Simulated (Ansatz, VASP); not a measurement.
**Two plane-wave programs on MgS**

Contents of INCAR:

```
  ALGO = Normal
  EDIFF = 1E-6
  ENCUT = 600
  GGA = PE
  GGA_COMPAT = F
  ISIF = 2
  ISMEAR = 0
  LASPH = T
  LCHARG = F
  LREAL = F
  LWAVE = F
  NBANDS = 11
  NELM = 120
  PREC = Accurate
  SIGMA = 0.01
```

Contents of KPOINTS:

```
k-points
0
Gamma
  6 6 6
```

Contents of POSCAR:

```
MgS
1.0
    0.0000000000      2.5889416591      2.6312655939
    2.5889416591      0.0000000000      2.6312655939
    2.5889416591      2.5889416591      0.0000000000
Mg S
1 1
Direct
    0.0000000000      0.0000000000      0.0000000000
    0.5000000000      0.5000000000      0.5000000000
```

Input for Ansatz:

```yaml
crystal:
  lattice:
    - [0.0, 2.5889416591, 2.6312655939]
    - [2.5889416591, 0.0, 2.6312655939]
    - [2.5889416591, 2.5889416591, 0.0]
  atoms:
    - { symbol: Mg, position: [0.0, 0.0, 0.0] }
    - { symbol: S, position: [0.5, 0.5, 0.5] }
basis:
  ecutwfc: 420
kpoints:
  mp_grid: { grid: [6, 6, 6] }
  band_path:
    path:
      - [0.0, 0.0, 0.0]
      - [0.0, 0.0, 0.0]
      - [0.0, 0.0, 0.0]
      - [0.0, 0.0, 0.0]
      - [0.0, 0.0, 0.0]
      - [0.0, 0.0, 0.0]
      - [0.0, 0.0, 0.0]
      - [0.0, 0.0, 0.0]
      - [0.0, 0.0, 0.0]
      - [0.0, 0.0, 0.0]
      - [0.0, 0.0, 0.0]
      - [0.0, 0.0, 0.0]
      - [0.0, 0.0, 0.0]
      - [0.0, 0.0, 0.0]
      - [0.0, 0.0, 0.0]
      - [0.0, 0.0, 0.0]
      - [0.0, 0.0, 0.0]
      - [0.0, 0.0, 0.0]
      - [0.0, 0.0, 0.0]
      - [0.0, 0.0, 0.0]
      - [0.0, 0.0, 0.0]
      - [0.0, 0.0, 0.0]
      - [0.0, 0.0, 0.0]
      - [0.0, 0.0, 0.0]
      - [0.0, 0.0, 0.0]
      - [0.0, 0.0, 0.0]
      - [0.3, 0.3, 0.0]
      - [0.3166666667, 0.3166666667, 0.0]
      - [0.3333333333, 0.3333333333, 0.0]
      - [0.35, 0.35, 0.0]
      - [0.3666666667, 0.3666666667, 0.0]
      - [0.3833333333, 0.3833333333, 0.0]
      - [0.4, 0.4, 0.0]
      - [0.4166666667, 0.4166666667, 0.0]
      - [0.4333333333, 0.4333333333, 0.0]
      - [0.45, 0.45, 0.0]
      - [0.4666666667, 0.4666666667, 0.0]
      - [0.4833333333, 0.4833333333, 0.0]
      - [0.5, 0.5, 0.0]
      - [0.0, 0.3, 0.3]
      - [0.0, 0.3166666667, 0.3166666667]
      - [0.0, 0.3333333333, 0.3333333333]
      - [0.0, 0.35, 0.35]
      - [0.0, 0.3666666667, 0.3666666667]
      - [0.0, 0.3833333333, 0.3833333333]
      - [0.0, 0.4, 0.4]
      - [0.0, 0.4166666667, 0.4166666667]
      - [0.0, 0.4333333333, 0.4333333333]
      - [0.0, 0.45, 0.45]
      - [0.0, 0.4666666667, 0.4666666667]
      - [0.0, 0.4833333333, 0.4833333333]
      - [0.0, 0.5, 0.5]
      - [0.5, 0.5, 0.5]
      - [0.5, 0.5, 0.5]
      - [0.5, 0.5, 0.5]
      - [0.5, 0.5, 0.5]
      - [0.5, 0.5, 0.5]
      - [0.5, 0.5, 0.5]
      - [0.5, 0.5, 0.5]
      - [0.5, 0.5, 0.5]
      - [0.5, 0.5, 0.5]
      - [0.5, 0.5, 0.5]
      - [0.5, 0.5, 0.5]
      - [0.5, 0.5, 0.5]
      - [0.5, 0.5, 0.5]
      - [0.0, 0.0, 0.5]
      - [0.0, 0.0, 0.5]
      - [0.0, 0.0, 0.5]
      - [0.0, 0.0, 0.5]
      - [0.0, 0.0, 0.5]
      - [0.0, 0.0, 0.5]
      - [0.0, 0.0, 0.5]
      - [0.0, 0.0, 0.5]
      - [0.0, 0.0, 0.5]
      - [0.0, 0.0, 0.5]
      - [0.0, 0.0, 0.5]
      - [0.0, 0.0, 0.5]
      - [0.0, 0.0, 0.5]
      - [0.5, 0.5, 0.5]
      - [0.5, 0.5, 0.5]
      - [0.5, 0.5, 0.5]
      - [0.5, 0.5, 0.5]
      - [0.5, 0.5, 0.5]
      - [0.5, 0.5, 0.5]
      - [0.5, 0.5, 0.5]
      - [0.5, 0.5, 0.5]
      - [0.5, 0.5, 0.5]
      - [0.5, 0.5, 0.5]
      - [0.5, 0.5, 0.5]
      - [0.5, 0.5, 0.5]
      - [0.5, 0.5, 0.5]
      - [0.0, 0.0, 0.5]
      - [0.0, 0.0, 0.5]
      - [0.0, 0.0, 0.5]
      - [0.0, 0.0, 0.5]
      - [0.0, 0.0, 0.5]
      - [0.0, 0.0, 0.5]
      - [0.0, 0.0, 0.5]
      - [0.0, 0.0, 0.5]
      - [0.0, 0.0, 0.5]
      - [0.0, 0.0, 0.5]
      - [0.0, 0.0, 0.5]
      - [0.0, 0.0, 0.5]
      - [0.0, 0.0, 0.5]
    npoints: 1
hamiltonian:
  xc: pbe
  pseudopotentials: { kind: paw, azcp: { folder: soft_1 } }
scf:
  occupations: { method: fixed }
  n_extra_bands: 5
output:
  eigenvalues: true
```

Alike in both runs: task single point; functional PBE; k mesh 6 × 6 × 6; no spin polarisation.

|  | VASP | Ansatz |
| --- | --- | --- |
| version | VASP 6.6.1 | Ansatz 0.2.0 |
| potentials or method | VASP PAW PBE potentials, release 64 (Mg, S), cutoff 600 eV | scalar-relativistic, plane waves, PAW |
| occupations | gaussian, width 0.01 eV | fixed |
| valence electrons in the cell | 8 | 16 |

```csv
,VASP,Ansatz,Ansatz less VASP
gap on the k mesh at the Fermi level (eV),2.70,2.71,+0.014
least direct gap on the mesh (eV),3.65,3.66,+0.011
```

VASP's potentials hold 8 valence electrons a cell and Ansatz's 16, so a difference there can come from the potentials and not from the codes.
